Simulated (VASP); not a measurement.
# Al (P6_3/mmc) in VASP: notebook, part 2 of 2

VASP 6.6.1. Earlier steps stand in the parts before.

## Step 3: Single point, PBE

This run uses another cell than the first one, of 15.95 Å³/atom, 1.038 times its volume.

INCAR reads:

```
PREC     = Accurate       # precision mode
ENCUT    = 500            # plane-wave cutoff, eV
EDIFF    = 1E-6           # SCF threshold, eV
ISMEAR   = 1              # smearing method
SIGMA    = 0.083          # smearing width, eV
LREAL    = False          # projectors in reciprocal space
LASPH    = True           # aspherical terms in the spheres
NELM     = 120            # most SCF steps
ALGO     = Normal         # electronic algorithm
ISIF     = 2              # what is computed and relaxed
LWAVE    = False          # write WAVECAR
LCHARG   = False          # write CHGCAR
GGA      = PE             # functional
NBANDS   = 10             # bands
NELECT   = 7.0          
GGA_COMPAT= False
```

KPOINTS reads:

```
Automatic mesh
0
Gamma
  9 9 6
```

POSCAR reads:

```
Al
1.0
    2.7715514765      0.0000000000      0.0000000000
   -1.3857757382      2.4002339865      0.0000000000
    0.0000000000      0.0000000000      4.7960673566
Al
2
Direct
    0.6666666667      0.3333333333      0.7500000000
    0.3333333333      0.6666666667      0.2500000000
```

Potentials or basis: VASP PAW PBE potentials, release 64 (Al).

Run with:

```
$ cat potpaw_PBE.64/Al/POTCAR > POTCAR
$ mpirun -np 1 vasp_std > vasp.out
```

Run time: 13 s. Hardware: 1 thread of Intel Xeon 8259CL, shared host; peak memory 0.14 GiB.

The run converged. Its results:

```yaml
Free_energy: 1.3586 eV
```

Levels at points of the mesh, in eV from the Fermi level:
```tsv
k point	band 1	band 2	band 3	band 4	band 5	band 6	band 7	band 8
(0.00, 0.00, 0.00)	-12.44	-6.18	-6.11	10.27	10.78	10.78	10.85	10.85
(0.00, 0.00, 0.50)	-10.84	-10.84	1.38	1.38	11.68	11.68	11.68	11.68
```

Caveat: the cell carries a net charge on a neutralising background, which shifts energy and pressure; the cell is charged against a uniform background, so pressure and absolute levels hang on convention.

## Step 4: Single point, PBE

This run uses another cell than the first one, of 16.67 Å³/atom, 1.085 times its volume.

INCAR reads:

```
PREC = Accurate
ENCUT = 500
EDIFF = 1E-6
ISMEAR = -1
SIGMA = 0.051703999572871064
LREAL = False
LASPH = True
NELM = 120
ALGO = Normal
ISIF = 2
LWAVE = False
LCHARG = False
GGA = PE
NBANDS = 10
GGA_COMPAT = False
```

KPOINTS reads:

```
regular mesh
0
Gamma
  9 9 6
```

POSCAR reads:

```
Al
1.0
    2.8124553515      0.0000000000      0.0000000000
   -1.4062276757      2.4356577814      0.0000000000
    0.0000000000      0.0000000000      4.8668500000
Al
2
Direct
    0.6666666667      0.3333333333      0.7500000000
    0.3333333333      0.6666666667      0.2500000000
```

Run with:

```
$ cat potpaw_PBE.64/Al/POTCAR > POTCAR
$ mpirun -np 1 vasp_std > vasp.out
```

It took 15 s on 1 thread of Intel Xeon 8259CL, shared host; peak memory 0.15 GiB.

The run converged. Its results:

```
Free energy            : -7.4278 eV
Pressure               : 0.1 GPa
Band gap on the k mesh : zero (band 3 reaches 11.21 eV, above the bottom of band 4 at 5.03 eV)
```

Stress tensor (GPa, compression positive):
```
 0.54  0.00  0.00
 0.00  0.54  0.00
 0.00  0.00 -0.76
```

Levels at points of the mesh, in eV from the Fermi level:
```
           k point  band 1  band 2  band 3  band 4  band 5  band 6  band 7  band 8
(0.00, 0.00, 0.00)  -11.05   -5.04   -4.81   11.18   11.45   11.45   11.68   11.68
(0.00, 0.00, 0.50)   -9.49   -9.49    2.41    2.41   12.50   12.50   12.50   12.50
```

## Step 5: Single point, PBE

This run uses another cell than the first one, of 16.67 Å³/atom, 1.085 times its volume.

INCAR reads:

```
  PREC = Accurate
  ENCUT = 500
  EDIFF = 1E-6
  ISMEAR = 0
  SIGMA = 0.1
  LREAL = F
  LASPH = T
  NELM = 120
  ALGO = Normal
  ISIF = 2
  LWAVE = F
  LCHARG = F
  GGA = PE
  NBANDS = 10
  GGA_COMPAT = F
```

KPOINTS reads:

```
Automatic mesh
0
Gamma
  9 9 6
```

POSCAR is that of step 4.

Run with:

```
$ cat potpaw_PBE.64/Al/POTCAR > POTCAR
$ mpirun -np 1 vasp_std > vasp.out
```

Wall time 14 s (1 thread of Intel Xeon 8259CL, shared host); peak memory 0.15 GiB.

It converged, with:

```yaml
Free_energy: -7.4265 eV
Pressure: 0.1 GPa
Band_gap_on_the_k_mesh: zero (band 3 reaches 11.21 eV, above the bottom of band 4 at 5.03 eV)
```

Stress tensor (GPa, compression positive):
```
 0.48  0.00  0.00
 0.00  0.48  0.00
 0.00  0.00 -0.62
```

Levels at points of the mesh, in eV from the Fermi level:
| k point | band 1 | band 2 | band 3 | band 4 | band 5 | band 6 | band 7 |
| --- | --- | --- | --- | --- | --- | --- | --- |
| (0.00, 0.00, 0.00) | -11.04 | -5.04 | -4.81 | 11.18 | 11.46 | 11.46 | 11.68 |
| (0.00, 0.00, 0.50) | -9.49 | -9.49 | 2.41 | 2.41 | 12.50 | 12.50 | 12.50 |

## Step 6: Single point, PBE

This run uses another cell than the first one, of 16.67 Å³/atom, 1.085 times its volume.

INCAR reads:

```
SYSTEM = Al
PREC = Accurate ; ENCUT = 500
EDIFF = 1E-6 ; ISMEAR = 0
SIGMA = 0.1 ; LREAL = .False.
LASPH = .True. ; NELM = 120
ALGO = Normal ; ISIF = 2
LWAVE = .False. ; LCHARG = .False.
GGA = PE ; NBANDS = 10
GGA_COMPAT = .False.
```

KPOINTS reads:

```
regular mesh
0
Gamma
  9 9 6
  0 0 0
```

POSCAR reads:

```
Al
1.0
    2.8124553515      0.0000000000      0.0000000000
   -1.4062276757      2.4356577814      0.0000000000
    0.0000000000      0.0000000000      4.8668500000
Al
2
Direct
    1.1716666667      0.6963333333      1.3410000000
    0.8383333333      1.0296666667      0.8410000000
```

Potentials or basis: VASP PAW PBE potentials, release 64 (Al).

Run with:

```
$ cat potpaw_PBE.64/Al/POTCAR > POTCAR
$ mpirun -np 1 vasp_std > vasp.out
```

OUTCAR:

```text
SYSTEM = Al
   PREC = Accurate
   ENCUT = 500
   EDIFF = 1E-6
   ISMEAR = 0
   LREAL = .False.
   LASPH = .True.
   NELM = 120
   ISIF = 2
   GGA = PE

 ion  position               nearest neighbor table
   1  0.172  0.696  0.341-   2 2.93   2 2.93   2 2.93   2 2.93   2 2.93   2 2.93
   2  0.838  0.030  0.841-   1 2.93   1 2.93   1 2.93   1 2.93   1 2.93   1 2.93

  LATTYP: Found a hexagonal cell.
 ALAT       =     2.8124553515
 C/A-ratio  =     1.7304630267

  Lattice vectors:

 A1 = (   2.8124553515,   0.0000000000,   0.0000000000)
 A2 = (  -1.4062276757,   2.4356577814,   0.0000000000)
 A3 = (   0.0000000000,   0.0000000000,   4.8668500000)

Analysis of symmetry for initial positions (statically):
=====================================================================
 Subroutine PRICEL returns:
 Original cell was already a primitive cell.

 Routine SETGRP: Setting up the symmetry group for a
 hexagonal supercell.

 Subroutine GETGRP returns: Found 24 space group operations
 (whereof  1 operations were pure point group operations)
 out of a pool of 24 trial point group operations.

The static configuration has the point symmetry C_1 .
 The point group associated with its full space group is D_6h.

[... 166 lines left out ...]
 fundamental gap:      0.1553315875
 Fermi energy:         7.8697620283

 k-point     1 :       0.0000    0.0000    0.0000
  band No.  band energies     occupation
      1      -3.1748      2.00000
      2       2.8289      2.00000
      3       3.0621      2.00000
      4      19.0474      0.00000
      5      19.3270      0.00000
      6      19.3270      0.00000
      7      19.5531      0.00000
      8      19.5531      0.00000
      9      20.2719      0.00000
     10      22.6065      0.00000
[... 287 lines left out ...]
 k-point    24 :       0.3333    0.3333    0.1667
  band No.  band energies     occupation
      1       4.9799      2.00000
      2       4.9799      2.00000
      3       5.1362      2.00000
      4       8.8822      0.00000
      5       9.1696      0.00000
      6       9.1696      0.00000
      7      13.1335      0.00000
      8      13.1335      0.00000
      9      13.3037      0.00000
     10      23.9827      0.00000

 [... further k-points ...]
[... 5 lines left out ...]
  --------------------------------------------------------------------------------------
  -------------------------------------------------------------------------------------
  Total        0.1007812      0.1007812     -0.1299153      0.0000000     -0.0000000      0.0000000
  in kB        4.8432890      4.8432890     -6.2433978      0.0000000     -0.0000000      0.0000000
  external PRESSURE =       1.1477267 kB  Pullay stress =       0.0000000 kB

 VOLUME and BASIS-vectors are now :
 -----------------------------------------------------------------------------
  energy-cutoff  :      500.00
  volume of cell :       33.34
      direct lattice vectors                 reciprocal lattice vectors
     2.812455352  0.000000000  0.000000000     0.355561200  0.205283355  0.000000000
    -1.406227676  2.435657781  0.000000000     0.000000000  0.410566709  0.000000000
     0.000000000  0.000000000  4.866850000     0.000000000  0.000000000  0.205471712

 POSITION                                       TOTAL-FORCE (eV/Angst)
 -----------------------------------------------------------------------------------
     -0.49640      1.69603      1.65960         0.000000      0.000000      0.000000
      2.31606      0.07226      4.09302        -0.000000     -0.000000      0.000000
 -----------------------------------------------------------------------------------
    total drift:                                0.000000      0.000001      0.000004

  FREE ENERGIE OF THE ION-ELECTRON SYSTEM (eV)
  ---------------------------------------------------
  free  energy   TOTEN  =        -7.4265101738 eV

  energy  without entropy=       -7.4235069895  energy(sigma->0) =       -7.42500858
```

stdout:

```text
POSCAR found type information on POSCAR Al
 POSCAR found :  1 types and       2 ions
 scaLAPACK will be used
 LDA part: xc-table for (Slater+PW92), standard interpolation
 POSCAR, INCAR and KPOINTS ok, starting setup
 FFT: planning ... GRIDC
 FFT: planning ... GRID_SOFT
 FFT: planning ... GRID
 WAVECAR not read
 entering main loop
```

It took 17 s on 1 thread of Intel Xeon 8259CL, shared host; peak memory 0.15 GiB.

What came out:

```yaml
Free_energy: -7.4265 eV
Pressure: 0.1 GPa
Band_gap_on_the_k_mesh: zero (band 3 reaches 11.21 eV, above the bottom of band 4 at 5.03 eV)
```

## Step 7: Summary

```tsv
cell	smearing	gap on the mesh (eV)	pressure (GPa)
a = 2.737, b = 2.737, c = 4.737 Å, angles 90.0, 90.0, 120.0°, 2 atoms	gaussian 0.1 eV	none	7.5
a = 2.812, b = 2.812, c = 4.867 Å, angles 90.0, 90.0, 120.0°, 2 atoms	fermi-dirac 0.051704 eV	none	0.1
a = 2.812, b = 2.812, c = 4.867 Å, angles 90.0, 90.0, 120.0°, 2 atoms	gaussian 0.1 eV	none	0.1
```

Alike in all rows: task single point; level PBE; potentials or basis VASP PAW PBE potentials, release 64 (Al); no spin polarisation; k mesh 9 × 9 × 6; cutoff (eV) 500.

Absolute energies hang on the potentials; compare differences alone.
